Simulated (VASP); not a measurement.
# Ho2Sb2N (I4/mmm) in VASP: relaxation of cell and atoms with PBE

Aim: the relaxation of cell and atoms of Ho2Sb2N with PBE.

Program: VASP 6.6.1. These are calculated values, not measurements. Logs are shortened: lines on timing, memory, paths and dates and some standing lists are left out, and cuts for length are marked.

### Step 1. The cell of the first run

It takes space group I4/mmm (No. 139, tetragonal). Conventional cell: a = 3.942 Å, b = 3.942 Å, c = 14.443 Å, α = 90.00°, β = 90.00°, γ = 90.00°. Ho (site symmetry 4mm) has 4 Sb at 2.34 Å within 3.1 Å. Sb (site symmetry -4m2) has 4 Ho at 2.34 Å and 4 Sb at 2.79 Å within 3.1 Å. Within 4.9 Å of N (site symmetry 4/mmm) lie 10 Ho at 3.64 to 4.87 Å and 4 N at 3.94 Å and 8 Sb at 4.11 Å.

The cell was generated, and may not be a known phase.

### Step 2. Relaxation of cell and atoms, PBE

INCAR reads:

```
SYSTEM = Ho2Sb2N
  PREC = Accurate
  ENCUT = 600
  EDIFF = 1E-7
  ISMEAR = 0
  SIGMA = 0.2
  LREAL = .FALSE.
  LASPH = .TRUE.
  NELM = 200
  ALGO = Normal
  ISIF = 3
  LWAVE = .FALSE.
  LCHARG = .FALSE.
  GGA = PE
  IBRION = 2
  NSW = 36
  EDIFFG = -0.08
  GGA_COMPAT = .FALSE.
  NELMIN = 4
  LMAXMIX = 6
```

KPOINTS reads:

```
regular mesh
0
G
  6 6 6
  0 0 0
```

POSCAR reads:

```
Ho2Sb2N
1.0
   -1.9708266800      1.9708266800      7.2212547300
    1.9708266800     -1.9708266800      7.2212547300
    1.9708266800      1.9708266800     -7.2212547300
Ho Sb N
2 2 1
Direct
    0.3374680000      0.3374680000      0.0000000000
    0.6625320000      0.6625320000      0.0000000000
    0.7500000000      0.2500000000      0.5000000000
    0.2500000000      0.7500000000      0.5000000000
    0.0000000000      0.0000000000      0.0000000000
```

Potentials or basis: VASP PAW PBE potentials, release 64 (Ho_3, Sb, N), 4f in core.

On the command line:

```sh
> cat potpaw_PBE.64/Ho_3/POTCAR potpaw_PBE.64/Sb/POTCAR potpaw_PBE.64/N/POTCAR > POTCAR
> mpirun -np 1 vasp_std > vasp.out
```

OUTCAR:

```text
SYSTEM = Ho2Sb2N
   PREC = Accurate
   ENCUT = 600
   EDIFF = 1E-7
   ISMEAR = 0
   LREAL = .FALSE.
   LASPH = .TRUE.
   NELM = 200
   ISIF = 3
   GGA = PE
   IBRION = 2
   NSW = 36
   EDIFFG = -0.08
   NELMIN = 4

 ion  position               nearest neighbor table
   1  0.337  0.337  0.000-   3 2.34   4 2.34   4 2.34   3 2.34   2 3.76   2 3.76   2 3.76   2 3.76

   2  0.663  0.663  0.000-   4 2.34   3 2.34   3 2.34   4 2.34   1 3.76   1 3.76   1 3.76   1 3.76

   3  0.750  0.250  0.500-   1 2.34   2 2.34   1 2.34   2 2.34   4 2.79   4 2.79   4 2.79   4 2.79

   4  0.250  0.750  0.500-   1 2.34   2 2.34   1 2.34   2 2.34   3 2.79   3 2.79   3 2.79   3 2.79

   5  0.000  0.000  0.000-

  LATTYP: Found a body centered tetragonal cell.
 ALAT       =     3.9416533600
 C/A-ratio  =     3.6640739662

  Lattice vectors:

 A1 = (  -1.9708266800,   1.9708266800,   7.2212547300)
 A2 = (   1.9708266800,  -1.9708266800,   7.2212547300)
 A3 = (   1.9708266800,   1.9708266800,  -7.2212547300)

Analysis of symmetry for initial positions (statically):
=====================================================================
 Subroutine PRICEL returns:
 Original cell was already a primitive cell.

 Routine SETGRP: Setting up the symmetry group for a
 body centered tetragonal supercell.

 Subroutine GETGRP returns: Found 16 space group operations
 (whereof 16 operations were pure point group operations)
 out of a pool of 16 trial point group operations.

The static configuration has the point symmetry D_4h.

Analysis of symmetry for dynamics (positions and initial velocities):
=====================================================================
 Subroutine PRICEL returns:
 Original cell was already a primitive cell.

 Routine SETGRP: Setting up the symmetry group for a
 body centered tetragonal supercell.

 Subroutine GETGRP returns: Found 16 space group operations
 (whereof 16 operations were pure point group operations)
 out of a pool of 16 trial point group operations.

The dynamic configuration has the point symmetry D_4h.

 Subroutine INISYM returns: Found 16 space group operations
 (whereof 16 operations are pure point group operations),
 and found     1 'primitive' translations

----------------------------------------------------------------------------------------

                                     Primitive cell

  volume of cell :     112.1940

  direct lattice vectors                    reciprocal lattice vectors
    -1.970826680  1.970826680  7.221254730     0.000000000  0.253700645  0.069240045
     1.970826680 -1.970826680  7.221254730     0.253700645  0.000000000  0.069240045
     1.970826680  1.970826680 -7.221254730     0.253700645  0.253700645  0.000000000

  length of vectors
     7.740467394  7.740467394  7.740467394     0.262979469  0.262979469  0.358786893

  position of ions in fractional coordinates (direct lattice)
     0.337468000  0.337468000  0.000000000
     0.662532000  0.662532000  0.000000000
     0.750000000  0.250000000  0.500000000
     0.250000000  0.750000000  0.500000000
     0.000000000  0.000000000  0.000000000

  ion indices of the primitive-cell ions
   primitive index   ion index
                 1           1
                 2           2
                 3           3
                 4           4
                 5           5

----------------------------------------------------------------------------------------

 KPOINTS: regular mesh

Automatic generation of k-mesh.
 Grid dimensions read from file:
 generate k-points for:    6    6    6

 Generating k-lattice:

  Cartesian coordinates                     Fractional coordinates (reciprocal lattice)
     0.000000000  0.042283441  0.011540007     0.166666667  0.000000000  0.000000000
     0.042283441  0.000000000  0.011540007     0.000000000  0.166666667  0.000000000
     0.042283441  0.042283441  0.000000000     0.000000000  0.000000000  0.166666667

  Length of vectors
     0.043829911  0.043829911  0.059797816

  Shift w.r.t. Gamma in fractional coordinates (k-lattice)
     0.000000000  0.000000000  0.000000000

 Subroutine IBZKPT returns following result:
 ===========================================

 Found     30 irreducible k-points:

 Following reciprocal coordinates:
            Coordinates               Weight
  0.000000  0.000000  0.000000      1.000000
  0.166667  0.000000  0.000000      8.000000
  0.333333  0.000000  0.000000      8.000000
  0.500000  0.000000  0.000000      4.000000
  0.166667  0.166667  0.000000      8.000000
  0.333333  0.166667  0.000000     16.000000
[... 16 lines left out ...]
 -0.333333 -0.333333  0.166667      8.000000
 -0.166667 -0.333333  0.166667      8.000000
 [... further k-points ...]
   k-points           NKPTS =     30   k-points in BZ     NKDIM =     30   number of bands    NBANDS=     20
   number of dos      NEDOS =    301   number of ions     NIONS =      5
   total plane-waves  NPLWV = 262144
   dimension x,y,z NGX =    64 NGY =   64 NGZ =   64
   dimension x,y,z NGXF=   128 NGYF=  128 NGZF=  128
   ions per type =               2   2   1
   NGX,Y,Z   is equivalent  to a cutoff of  13.75, 13.75, 13.75 a.u.
   NGXF,Y,Z  is equivalent  to a cutoff of  27.49, 27.49, 27.49 a.u.
 SYSTEM =  Ho2Sb2N
   PREC   = accura    normal or accurate (medium, high low for compatibility)
   ISTART =      0    job   : 0-new  1-cont  2-samecut
   ICHARG =      2    charge: 1-file 2-atom 10-const
   ISPIN  =      1    spin polarized calculation?
   LNONCOLLINEAR =      F non collinear calculations
   LSORBIT =      F    spin-orbit coupling
   LASPH  =      T    aspherical Exc in radial PAW
   ENCUT  =  600.0 eV  44.10 Ry    6.64 a.u.  15.46 15.46 15.46*2*pi/ulx,y,z
   NELM   =    200;   NELMIN=  4; NELMDL= -5     # of ELM steps
   EDIFF  = 0.1E-06   stopping-criterion for ELM
   LREAL  =      F    real-space projection
   EDIFFG = -.8E-01   stopping-criterion for IOM
   NSW    =     36    number of steps for IOM
   IBRION =      2    ionic relax: 0-MD 1-quasi-New 2-CG
   NFREE  =      1    steps in history (QN), initial steepest desc. (CG)
   ISIF   =      3    stress and relaxation
   ISYM   =      2    0-nonsym 1-usesym 2-fastsym
   POTIM  = 0.5000    time-step for ionic-motion
   TEBEG  =    0.0;   TEEND  =   0.0 temperature during run
   PSTRESS=    0.0 pullay stress
   NELECT =      33.0000    total number of electrons
   NUPDOWN=      -1.0000    fix difference up-down
   EMIN   =  10.00;   EMAX   =-10.00  energy-range for DOS
   EFERMI =   0.00;   METHOD = LEGACY
   ISMEAR =     0;   SIGMA  =   0.20  broadening in eV -4-tet -1-fermi 0-gaus
   EFERMI_NEDOS =   21; number of points for ismear=-14 and -15
   IALGO  =     38    algorithm
   IMIX   =      4    mixing-type and parameters
     AMIX     =   0.40;   BMIX     =  1.00
     AMIX_MAG =   1.60;   BMIX_MAG =  1.00
  volume/ion in A,a.u.               =      22.44       151.42
  Fermi-wavevector in a.u.,A,eV,Ry     =   1.088737  2.057415 16.127641  1.185348
  Thomas-Fermi vector in A             =   2.224925
   LORBIT       =      0    0 simple, 1 ext, 2 COOP (PROOUT), +10 PAW based schemes
   GGA     = PE    functional components
   LHFCALC =     F    Hartree Fock is set to
   AEXX    =    0.0000 exact exchange contribution
   IVDW    =     0    specifies the selected vdW correction
   LEPSILON=     F    determine dielectric tensor
   LRPA    =     F    only Hartree local field effects (RPA)
 conjugate gradient relaxation of ions
 non-spin polarized calculation
 Gauss-broadening in eV      SIGMA  =   0.20
  energy-cutoff  :      600.00
  volume of cell :      112.19
 maximum number of plane-waves:      3769
 NGX is ok and might be reduce to    64
   NGX = 31   NGY = 31   NGZ = 31

--------------------------------------- Ionic step        1  -------------------------------------------

 number of electron      33.0000000 magnetization

 Free energy of the ion-electron system (eV)
  ---------------------------------------------------
  ext. energy  EPLUGINS =         0.00000000
  ---------------------------------------------------
  free energy    TOTEN  =        -3.62416922 eV

  energy without entropy =       -3.54299732  energy(sigma->0) =       -3.58358327

------------------------ aborting loop because EDIFF is reached ----------------------------------------

  FORCE on cell =-STRESS in cart. coord.  units (eV):
  Direction    XX          YY          ZZ          XY          YZ          ZX
  --------------------------------------------------------------------------------------
  -------------------------------------------------------------------------------------
  Total       65.7215396     65.7215396     35.3073465      0.0000000     -0.0000000      0.0000000
  in kB      938.5313604    938.5313604    504.2038299      0.0000000     -0.0000000      0.0000000
  external PRESSURE =     793.7555169 kB  Pullay stress =       0.0000000 kB
[... 1769 lines left out ...]
      6     -18.9140      2.00000
[... 12 lines left out ...]
     19       7.1062      0.00000
     20       7.1380      0.00000

 [... further k-points ...]

[... ionic steps 4 to 18 ...]

--------------------------------------- Ionic step       19  -------------------------------------------

 number of electron      33.0000000 magnetization

------------------------ aborting loop because EDIFF is reached ----------------------------------------

  FORCE on cell =-STRESS in cart. coord.  units (eV):
  Direction    XX          YY          ZZ          XY          YZ          ZX
  --------------------------------------------------------------------------------------
  -------------------------------------------------------------------------------------
  Total       -0.2782520     -0.2782520     -0.2438937      0.0000000      0.0000000      0.0000000
  in kB       -3.5876286     -3.5876286     -3.1446315      0.0000000      0.0000000      0.0000000
  external PRESSURE =      -3.4399629 kB  Pullay stress =       0.0000000 kB
[... 63 lines left out ...]
  energy  without entropy=      -24.5042492488  energy(sigma->0) =      -24.52610592

--------------------------------------- Ionic step       21  -------------------------------------------

 number of electron      33.0000000 magnetization

 Free energy of the ion-electron system (eV)
  ---------------------------------------------------
  ext. energy  EPLUGINS =         0.00000000
  ---------------------------------------------------
  free energy    TOTEN  =       -24.54901065 eV

  energy without entropy =      -24.50561986  energy(sigma->0) =      -24.52731526

 E-fermi :   5.7318     XC(G=0):  -9.9767

 val. band max:        5.7316236612   @ k =   0.0000   0.0000   0.0000
 cond. band min:       5.8349518945   @ k =   0.5000   0.5000   0.3333
 fundamental gap:      0.1033282332
 Fermi energy:         5.7318297491

 k-point     1 :       0.0000    0.0000    0.0000
  band No.  band energies     occupation
      1     -19.7131      2.00000
      2     -19.1909      2.00000
      3     -19.1909      2.00000
      4     -19.1126      2.00000
      5     -19.1126      2.00000
      6     -19.0062      2.00000
[... 575 lines left out ...]
  FREE ENERGIE OF THE ION-ELECTRON SYSTEM (eV)
  ---------------------------------------------------
  free  energy   TOTEN  =       -24.5490106527 eV

  energy  without entropy=      -24.5056198596  energy(sigma->0) =      -24.52731526

 reached required accuracy - stopping structural energy minimisation
```

It took 52 min on 1 thread of Intel Xeon 6975P-C (Granite Rapids), shared host; peak memory 0.72 GiB.

Results:

* Free energy: -24.5490 eV
* Relaxed volume: 24.73 Å³/atom
* Relaxed cell: a = 8.343 Å, b = 8.343 Å, c = 8.343 Å, α = 152.49°, β = 152.49°, γ = 39.29°
* Space group after relaxing (to 0.1 Å): I4/mmm (No. 139)
* Energy gained by relaxing: 4185.0 meV/atom
* Ionic steps: 21
* Pressure after relaxing: 0.0 GPa
* Largest force after relaxing: 0.015 eV/Å
* Band gap on the k mesh: zero (an odd number of electrons rules out a gap without spin polarisation)

Forces on the atoms (eV/Å):
```
Ho   0.000  0.000 -0.015
Ho   0.000  0.000  0.015
Sb   0.000  0.000  0.000
Sb   0.000  0.000  0.000
N    0.000  0.000  0.000
```

Step by step:
| step | energy change (eV) | largest force (eV/Å) | pressure (GPa) | volume (Å³) |
| --- | --- | --- | --- | --- |
| 1 | 0.0000 | 18.7119 | 79.38 | 112.19 |
| 2 | -5.6966 | 0.9562 | -6.83 | 401.66 |
| 3 | -17.0257 | 0.1279 | -7.10 | 203.07 |
| 4 | -17.4577 | 0.7586 | -5.64 | 191.99 |
| 5 | -17.7137 | 2.5562 | -0.69 | 171.05 |
| 6 | -17.7433 | 2.1034 | -2.03 | 175.38 |
| 7 | -17.7393 | 2.2493 | -1.61 | 173.94 |
| 8 | -18.3353 | 2.3047 | -2.44 | 166.60 |
| 9 | -20.0788 | 1.5352 | -4.08 | 145.29 |
| 10 | -18.0251 | 3.8185 | 19.43 | 106.17 |
| 11 | -20.6410 | 0.9080 | -3.79 | 136.06 |
| 12 | -20.7627 | 0.3917 | -0.18 | 124.71 |
| 13 | -20.8197 | 0.2707 | -2.21 | 129.44 |
| 14 | -20.8230 | 0.1637 | -1.91 | 128.59 |
| 15 | -20.7116 | 1.1842 | 4.51 | 114.94 |
| 16 | -20.9102 | 0.1977 | 0.38 | 122.94 |
| 17 | -20.9103 | 0.2124 | 0.44 | 122.78 |
| 18 | -20.9193 | 0.1147 | -0.74 | 125.09 |
| 19 | -20.9231 | 0.1474 | -0.34 | 124.26 |
| 20 | -20.9238 | 0.0899 | 0.34 | 123.20 |
| 21 | -20.9248 | 0.0148 | 0.04 | 123.66 |

Final structure:
```
Ho Sb N
1.0
    -1.98357    1.98357    7.85729
     1.98357   -1.98357    7.85729
     1.98357    1.98357   -7.85729
Ho Sb N
2 2 1
Direct
  0.40517 0.40517 0.00000
  0.59483 0.59483 0.00000
  0.75000 0.25000 0.50000
  0.25000 0.75000 0.50000
  0.00000 0.00000 0.00000
```

Caveat: spin-orbit coupling is left out, which moves the levels of the heavy elements; the 4f electrons are frozen in the core, so they carry no moment and show no levels; an odd number of electrons without spin polarisation forces a metal; a magnetic or distorted state may lie lower; the run has no spin polarisation, though such a crystal can be magnetic. Spin polarisation is off, so any magnetic state and its effect on volume and gap are missing.

The gap in the log of VASP goes by the Fermi energy; the results here count the filled bands.